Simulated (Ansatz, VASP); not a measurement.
Two plane-wave programs on Co

The input INCAR:

```
PREC = Accurate ; ENCUT = 520
EDIFF = 1E-7 ; ISMEAR = -1
SIGMA = 0.05 ; LREAL = False
LASPH = True ; NELM = 150
ALGO = Normal ; ISIF = 2
LWAVE = False ; LCHARG = False
ISPIN = 2 ; MAGMOM = 1.782
LORBIT = 11 ; LMAXMIX = 4
GGA = PS ; NBANDS = 14
```

Contents of KPOINTS:

```
regular mesh
0
Gamma
  18 18 18
```

Contents of POSCAR:

```
Co
1.0
   -1.3251324763      1.3251324763      1.3251324763
    1.3251324763     -1.3251324763      1.3251324763
    1.3251324763      1.3251324763     -1.3251324763
Co
1
Direct
    0.0000000000      0.0000000000      0.0000000000
```

Input for Ansatz:

```yaml
crystal:
  lattice:
    - [-1.3251324763, 1.3251324763, 1.3251324763]
    - [1.3251324763, -1.3251324763, 1.3251324763]
    - [1.3251324763, 1.3251324763, -1.3251324763]
  atoms:
    - { symbol: Co, position: [0.0, 0.0, 0.0], spin: 1.782 }
hamiltonian:
  xc: pbesol
  pseudopotentials:
    kind: paw
    azcp:
      Co: "pseudopotentials/Co.paw.azcp"
basis:
  ecutwfc: 420
  fft_grid_basis: typed
kpoints:
  mp_grid: { grid: [18, 18, 18], shift: [0, 0, 0] }
magnetization:
  spin_polarized: true
scf:
  occupations: { method: fermi_dirac, width: 0.05 }
  lower_state_search: "off"
output:
  stress: true
```

Alike in both runs: task single point; functional PBEsol; k mesh 18 × 18 × 18; occupations fermi-dirac, width 0.05 eV; collinear spin.

|  | VASP | Ansatz |
| --- | --- | --- |
| version | VASP 6.6.1 | Ansatz 0.2.0 |
| potentials or method | VASP PAW PBE potentials, release 64 (Co), cutoff 520 eV | plane waves (420 eV) with PAW, scalar-relativistic |
| valence electrons in the cell | 9 | 17 |

|  | VASP | Ansatz | Ansatz less VASP |
| --- | --- | --- | --- |
| net moment per atom (μB) | 1.63 | 1.63 | +0.008 |
| size of the moment on the site where the two differ most (μB) | 1.61 | 1.67 | +0.057 |

VASP's potentials were made for PBE, not for PBEsol, and Ansatz warns of the same on its side. Site moments also hang on the region over which each program counts them. VASP's potentials hold 9 valence electrons a cell and Ansatz's 17, so a difference there can come from the potentials and not from the codes.
